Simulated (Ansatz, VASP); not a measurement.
## One calculation of MoS2, two programs

```
Mo S
1.0
     3.22300    0.00000    0.00000
    -1.61150    2.79120    0.00000
     0.00000    0.00000   12.53614
Mo S
2 4
Cartesian
  0.0000 1.8608 3.1340
  1.6115 0.9304 9.4021
  0.0000 1.8608 7.8664
  1.6115 0.9304 1.5984
  0.0000 1.8608 10.9378
  1.6115 0.9304 4.6697
```

Change from the starting cell: volume scaled by 1.06, crystal datasets.

Alike in both runs: task electric field gradients; functional LDA; k mesh 10 × 10 × 3; occupations fermi-dirac, width 0.03 eV; no spin polarisation.

|  | VASP | Ansatz |
| --- | --- | --- |
| version | VASP 6.6.1 | Ansatz 0.2.0 |
| potentials or method | VASP PAW LDA potentials, release 64 (Mo_sv, S), cutoff 520 eV | all-electron PAW with datasets made for the crystal, scalar-relativistic |

Ansatz gave:

| Quantity | Value |
| --- | --- |
| pressure (GPa) | -7.2 |
| traceless stress, the component that is largest in VASP (GPa) | 3.75 |
| rms of the force components (eV/Å) | 0.112 |
| size of Vzz on the site where it differs most (V/Å²) | 87.1 |

**Question.** What did VASP give for the same quantities?

**Answer.** Pressure (GPa): -7.2; traceless stress, the component that is largest in VASP (GPa): 3.72; rms of the force components (eV/Å): 0.107; size of Vzz on the site where it differs most (V/Å²): 89.7.

LDA's correlation is that of Perdew and Zunger in VASP and of Perdew and Wang (1992) in Ansatz. Atom by atom the forces differ by 0.006 eV/Å (rms over components). Ansatz ran all-electron here, and VASP with PAW potentials.
